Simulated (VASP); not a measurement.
Input of a VASP 6.6.1 run:

Contents of INCAR:

```
ALGO = Normal ; EDIFF = 1E-6
ENCUT = 520 ; GGA = PE
ISIF = 2 ; ISMEAR = -1
LASPH = T ; LCHARG = T
LELF = T ; LREAL = F
LVHAR = T ; LWAVE = F
NBANDS = 25 ; NELM = 60
PREC = Accurate ; SIGMA = 0.02
```

File KPOINTS:

```
k-points
0
Gamma
  8 8 8
```

The input POSCAR:

```
SiO2
1.0
   -2.4719629981      2.4719629981      3.6578437059
    2.4719629981     -2.4719629981      3.6578437059
    2.4719629981      2.4719629981     -3.6578437059
Si O
2 4
Direct
    0.0000000000      0.0000000000      0.0000000000
    0.7500000000      0.2500000000      0.5000000000
    0.9733622659      0.6250000000      0.8483622659
    0.3750000000      0.2233622659      0.3483622659
    0.7766377341      0.1250000000      0.1516377341
    0.8750000000      0.0266377341      0.6516377341
```

Potentials or basis: VASP PAW PBE potentials, release 64 (Si, O).

Run with:

```bash
$ cat potpaw_PBE.64/Si/POTCAR potpaw_PBE.64/O/POTCAR > POTCAR
$ mpirun -np 1 vasp_std > vasp.out
```

What does it give for the band gap on the k mesh?

5.94 eV, direct.

What does it give for the largest force?

0.267 eV/Å.

Forces in eV/Å, atoms in the order of the input:
```
Si   0.000  0.000  0.000
Si   0.000  0.000  0.000
O    0.000  0.267  0.000
O    0.267  0.000  0.000
O    0.000 -0.267  0.000
O   -0.267  0.000  0.000
```

A k mesh can miss the band edges. PBE gaps usually lie below the measured ones, often by a third to a half.
